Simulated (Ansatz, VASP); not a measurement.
## Mg in VASP and in Ansatz

```
Mg
1.0
     3.20927    0.00000    0.00000
    -1.60464    2.77931    0.00000
     0.00000    0.00000    5.21033
Mg
2
Direct
  0.33333 0.66667 0.25000
  0.66667 0.33333 0.75000
```

Alike in both runs: task single point; functional PBEsol; k mesh 12 × 12 × 7; occupations fermi-dirac, width 0.08 eV; no spin polarisation.

|  | VASP | Ansatz |
| --- | --- | --- |
| version | VASP 6.6.1 | Ansatz 0.2.0 |
| potentials or method | VASP PAW PBE potentials, release 64 (Mg), cutoff 520 eV | all-electron LAPW, scalar-relativistic |

Ansatz gave:

* pressure (GPa): -1.1
* traceless stress, the component that is largest in VASP (GPa): -0.52

Question: Which values does VASP return?

Answer: Pressure (GPa): -1.2; traceless stress, the component that is largest in VASP (GPa): -0.52.

VASP's potentials were made for PBE, not for PBEsol. Ansatz ran all-electron here, and VASP with PAW potentials.
